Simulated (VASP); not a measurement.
# Li (Im-3m) in VASP: single point with PBE

Aim: the single point of Li with PBE.

All numbers are computed with VASP 6.6.1; they aren't measurements. Logs are shortened: lines on timing, memory, paths and dates and some standing lists are left out, and cuts for length are marked.

### 1 The cell of the first run

Symmetry: Im-3m, No. 229, cubic system. The conventional cell has a = 3.434 Å, b = 3.434 Å, c = 3.434 Å, α = 90.00°, β = 90.00°, γ = 90.00°. Within 3.9 Å of Li (site symmetry m-3m) lie 14 Li at 2.97 to 3.43 Å.

### 2 Single point, PBE, non-collinear spin, zero start, spin-orbit coupling

Contents of POSCAR:

```
Li
1.0
   -1.7170651293      1.7170651293      1.7170651293
    1.7170651293     -1.7170651293      1.7170651293
    1.7170651293      1.7170651293     -1.7170651293
Li
1
Direct
    0.0000000000      0.0000000000      0.0000000000
```

Contents of INCAR.step1:

```
ALGO = Normal
EDIFF = 1E-6
ENCUT = 520
GGA = PE
GGA_COMPAT = F
ISIF = 2
ISMEAR = 0
LASPH = T
LCHARG = T
LORBMOM = T
LREAL = F
LSORBIT = T
LWAVE = F
MAGMOM = 0 0 0
NBANDS = 14
NELM = 150
PREC = Accurate
SIGMA = 0.05
```

Contents of KPOINTS.step1:

```
k-points
0
Gamma
  18 18 18
```

Contents of INCAR.step2:

```
ALGO = Normal
EDIFF = 1E-6
ENCUT = 520
GGA = PE
GGA_COMPAT = F
ICHARG = 11
ISIF = 2
ISMEAR = -5
LASPH = T
LCHARG = F
LORBIT = 10
LORBMOM = T
LREAL = F
LSORBIT = T
LWAVE = F
MAGMOM = 0 0 0
NBANDS = 14
NEDOS = 2001
NELM = 150
PREC = Accurate
SIGMA = 0.05
```

Contents of KPOINTS.step2:

```
k-points
0
Gamma
  27 27 27
```

Potentials or basis: VASP PAW PBE potentials, release 64 (Li_sv).

The run is started by

```sh
cat potpaw_PBE.64/Li_sv/POTCAR > POTCAR
cp INCAR.step1 INCAR
cp KPOINTS.step1 KPOINTS
mpirun -np 1 vasp_ncl > vasp.out
cp INCAR.step2 INCAR
cp KPOINTS.step2 KPOINTS
mpirun -np 1 vasp_ncl > vasp.out
```

OUTCAR:

```text
EDIFF = 1E-6
   ENCUT = 520
   GGA = PE
   ICHARG = 11
   ISIF = 2
   ISMEAR = -5
   LASPH = T
   LORBIT = 10
   LREAL = F
   LSORBIT = T
   NELM = 150
   PREC = Accurate

 ion  position               nearest neighbor table
   1  0.000  0.000  0.000-

  LATTYP: Found a body centered cubic cell.
 ALAT       =     3.4341302586

  Lattice vectors:

 A1 = (  -1.7170651293,   1.7170651293,   1.7170651293)
 A2 = (   1.7170651293,  -1.7170651293,   1.7170651293)
 A3 = (   1.7170651293,   1.7170651293,  -1.7170651293)

Analysis of symmetry for initial positions (statically):
=====================================================================
 Subroutine PRICEL returns:
 Original cell was already a primitive cell.

 Routine SETGRP: Setting up the symmetry group for a
 body centered cubic supercell.

 Subroutine GETGRP returns: Found 48 space group operations
 (whereof 48 operations were pure point group operations)
 out of a pool of 48 trial point group operations.

The static configuration has the point symmetry O_h .

Analysis of symmetry for dynamics (positions and initial velocities):
=====================================================================
 Subroutine PRICEL returns:
 Original cell was already a primitive cell.

 Routine SETGRP: Setting up the symmetry group for a
 body centered cubic supercell.

 Subroutine GETGRP returns: Found 48 space group operations
 (whereof 48 operations were pure point group operations)
 out of a pool of 48 trial point group operations.

The dynamic configuration has the point symmetry O_h .

Analysis of structural, dynamic, and magnetic symmetry:
=====================================================================
 Subroutine PRICEL returns:
 Original cell was already a primitive cell.

 Routine SETGRP: Setting up the symmetry group for a
 body centered cubic supercell.

 Subroutine GETGRP returns: Found 48 space group operations
 (whereof 48 operations were pure point group operations)
 out of a pool of 48 trial point group operations.

The overall configuration has the point symmetry O_h .

 Subroutine INISYM returns: Found 48 space group operations
 (whereof 48 operations are pure point group operations),
 and found     1 'primitive' translations

----------------------------------------------------------------------------------------

                                     Primitive cell

  volume of cell :      20.2498

  direct lattice vectors                    reciprocal lattice vectors
    -1.717065129  1.717065129  1.717065129     0.000000000  0.291194546  0.291194546
     1.717065129 -1.717065129  1.717065129     0.291194546  0.000000000  0.291194546
     1.717065129  1.717065129 -1.717065129     0.291194546  0.291194546  0.000000000

  length of vectors
     2.974044044  2.974044044  2.974044044     0.411811276  0.411811276  0.411811276

  position of ions in fractional coordinates (direct lattice)
     0.000000000  0.000000000  0.000000000

  ion indices of the primitive-cell ions
   primitive index   ion index
                 1           1

----------------------------------------------------------------------------------------

 KPOINTS: k-points

Automatic generation of k-mesh.
 Grid dimensions read from file:
 generate k-points for:   27   27   27

 Generating k-lattice:

  Cartesian coordinates                     Fractional coordinates (reciprocal lattice)
     0.000000000  0.010784983  0.010784983     0.037037037  0.000000000  0.000000000
     0.010784983  0.000000000  0.010784983     0.000000000  0.037037037  0.000000000
     0.010784983  0.010784983  0.000000000     0.000000000  0.000000000  0.037037037

  Length of vectors
     0.015252269  0.015252269  0.015252269

  Shift w.r.t. Gamma in fractional coordinates (k-lattice)
     0.000000000  0.000000000  0.000000000

 TETIRR: Found  23679 inequivalent tetrahedra from   118098

 Subroutine IBZKPT returns following result:
 ===========================================

 Found    560 irreducible k-points:

[... 44 lines left out ...]
   NELM   =    150;   NELMIN=  2; NELMDL=  0     # of ELM steps
   EDIFF  = 0.1E-05   stopping-criterion for ELM
   LREAL  =      F    real-space projection
   EDIFFG = 0.1E-04   stopping-criterion for IOM
   NSW    =      0    number of steps for IOM
   IBRION =     -1    ionic relax: 0-MD 1-quasi-New 2-CG
   NFREE  =      0    steps in history (QN), initial steepest desc. (CG)
   ISIF   =      2    stress and relaxation
   ISYM   =      2    0-nonsym 1-usesym 2-fastsym
   POTIM  = 0.5000    time-step for ionic-motion
   TEBEG  =    0.0;   TEEND  =   0.0 temperature during run
   PSTRESS=    0.0 pullay stress
   NELECT =       3.0000    total number of electrons
   NUPDOWN=      -1.0000    fix difference up-down
   EMIN   =  10.00;   EMAX   =-10.00  energy-range for DOS
   EFERMI =   0.00;   METHOD = LEGACY
   ISMEAR =    -5;   SIGMA  =   0.05  broadening in eV -4-tet -1-fermi 0-gaus
   EFERMI_NEDOS =   21; number of points for ismear=-14 and -15
   IALGO  =     38    algorithm
   IMIX   =      4    mixing-type and parameters
     AMIX     =   0.40;   BMIX     =  1.00
     AMIX_MAG =   1.60;   BMIX_MAG =  1.00
  volume/ion in A,a.u.               =      20.25       136.65
  Fermi-wavevector in a.u.,A,eV,Ry     =   0.866247  1.636970 10.209596  0.750384
  Thomas-Fermi vector in A             =   1.984608
   LORBIT       =     10    0 simple, 1 ext, 2 COOP (PROOUT), +10 PAW based schemes
   GGA     = PE    functional components
   LHFCALC =     F    Hartree Fock is set to
   AEXX    =    0.0000 exact exchange contribution
   IVDW    =     0    specifies the selected vdW correction
   LEPSILON=     F    determine dielectric tensor
   LRPA    =     F    only Hartree local field effects (RPA)
 Fermi weights with tetrahedron method with Bloechl corrections
  energy-cutoff  :      520.00
  volume of cell :       20.25
 maximum number of plane-waves:      1128

 number of electron       3.0000000 magnetization       0.0000000      0.0000000     -0.0000000

 Free energy of the ion-electron system (eV)
  ---------------------------------------------------
  ext. energy  EPLUGINS =         0.00000000
  ---------------------------------------------------
  free energy    TOTEN  =        -1.90458072 eV

  energy without entropy =       -1.90458072  energy(sigma->0) =       -1.90458072

 E-fermi :   0.6498     XC(G=0):  -7.0466

 val. band max:        0.6417163139   @ k =   0.2963   0.1481   0.0741
 cond. band min:       0.6501570319   @ k =  -0.3704   0.4815   0.0370
 fundamental gap:      0.0084407179
 Fermi energy:         0.6498479619

 k-point     1 :       0.0000    0.0000    0.0000
  band No.  band energies     occupation
      1     -45.8992      1.00000
      2     -45.8992      1.00000
      3      -2.9337      1.00000
      4      -2.9337      1.00000
      5      15.2421      0.00000
      6      15.2421      0.00000
      7      15.2439      0.00000
      8      15.2439      0.00000
      9      15.2439      0.00000
     10      15.2439      0.00000
     11      20.0168      0.00000
     12      20.0168      0.00000
     13      20.0168      0.00000
     14      20.0168      0.00000
[... 377 lines left out ...]
      1     -45.8819      1.00000
      2     -45.8819      1.00000
      3      -0.1244      1.00000
      4      -0.1244      1.00000
      5       5.4848      0.00000
      6       5.4848      0.00000
      7      11.1749      0.00000
      8      11.1749      0.00000
      9      12.4085      0.00000
     10      12.4085      0.00000
     11      15.0039      0.00000
     12      15.0039      0.00000
     13      17.6417      0.00000
     14      17.6417      0.00000

 [... further k-points ...]
[... 5 lines left out ...]
  --------------------------------------------------------------------------------------
  -------------------------------------------------------------------------------------
  Total       -0.0094472     -0.0094472     -0.0094472      0.0000000      0.0000000     -0.0000000
  in kB       -0.7474688     -0.7474688     -0.7474688      0.0000000      0.0000000     -0.0000000
  external PRESSURE =      -0.7474688 kB  Pullay stress =       0.0000000 kB

 VOLUME and BASIS-vectors are now :
 -----------------------------------------------------------------------------
  energy-cutoff  :      520.00
  volume of cell :       20.25
      direct lattice vectors                 reciprocal lattice vectors
    -1.717065129  1.717065129  1.717065129     0.000000000  0.291194546  0.291194546
     1.717065129 -1.717065129  1.717065129     0.291194546  0.000000000  0.291194546
     1.717065129  1.717065129 -1.717065129     0.291194546  0.291194546  0.000000000

 POSITION                                       TOTAL-FORCE (eV/Angst)
 -----------------------------------------------------------------------------------
      0.00000      0.00000      0.00000        -0.000000     -0.000000     -0.000000
 -----------------------------------------------------------------------------------
    total drift:                                0.000000     -0.000000      0.000000

  FREE ENERGIE OF THE ION-ELECTRON SYSTEM (eV)
  ---------------------------------------------------
  free  energy   TOTEN  =        -1.9045807211 eV

  energy  without entropy=       -1.9045807211  energy(sigma->0) =       -1.90458072

 orbital moment (x)

 # of ion     p       tot
 --------------------------------
  1         0.000   0.000
 --------------------------------
            0.000   0.000

 orbital moment (y)

 # of ion     p       tot
 --------------------------------
  1         0.000   0.000
 --------------------------------
            0.000   0.000

 orbital moment (z)

 # of ion     p       tot
 --------------------------------
  1         0.000   0.000
 --------------------------------
            0.000   0.000

 Spin-Orbit-Coupling matrix elements

 Ion:    1  E_soc:     -0.0000000
 l=   1
     0.0000000    -0.0000000    -0.0000000
    -0.0000000     0.0000000    -0.0000000
    -0.0000000    -0.0000000     0.0000000
 l=   2
     0.0000000     0.0000000     0.0000000     0.0000000     0.0000000
     0.0000000     0.0000000     0.0000000     0.0000000     0.0000000
     0.0000000     0.0000000     0.0000000     0.0000000     0.0000000
     0.0000000     0.0000000     0.0000000     0.0000000     0.0000000
     0.0000000     0.0000000     0.0000000     0.0000000     0.0000000
 l=   3
     0.0000000     0.0000000     0.0000000     0.0000000     0.0000000     0.0000000     0.0000000
     0.0000000     0.0000000     0.0000000     0.0000000     0.0000000     0.0000000     0.0000000
     0.0000000     0.0000000     0.0000000     0.0000000     0.0000000     0.0000000     0.0000000
     0.0000000     0.0000000     0.0000000     0.0000000     0.0000000     0.0000000     0.0000000
     0.0000000     0.0000000     0.0000000     0.0000000     0.0000000     0.0000000     0.0000000
     0.0000000     0.0000000     0.0000000     0.0000000     0.0000000     0.0000000     0.0000000
     0.0000000     0.0000000     0.0000000     0.0000000     0.0000000     0.0000000     0.0000000

 total charge

# of ion       s       p       d       tot
------------------------------------------
    1        2.033   0.041   0.000   2.074

 magnetization (x)

# of ion       s       p       d       tot
------------------------------------------
    1        0.000   0.000   0.000   0.000

 magnetization (y)

# of ion       s       p       d       tot
------------------------------------------
    1        0.000   0.000   0.000   0.000

 magnetization (z)

# of ion       s       p       d       tot
------------------------------------------
    1        0.000   0.000   0.000   0.000
```

Run time: 92 s. Hardware: 1 thread of Intel Xeon 6975P-C (Granite Rapids), shared host; peak memory 0.36 GiB.

Results:

```
Net moment                                            : 0.00 μB per cell
Valence electrons inside the program's atomic spheres : Li 2.07
```

Moments on the atoms (μB; x, y, z):
```
Li  0.00 0.00 0.00
```

Caveat: the cutoff is under 1.25 times the usual one of these potentials, so pressure, stress and relaxed cells hold a basis-set (Pulay) error.
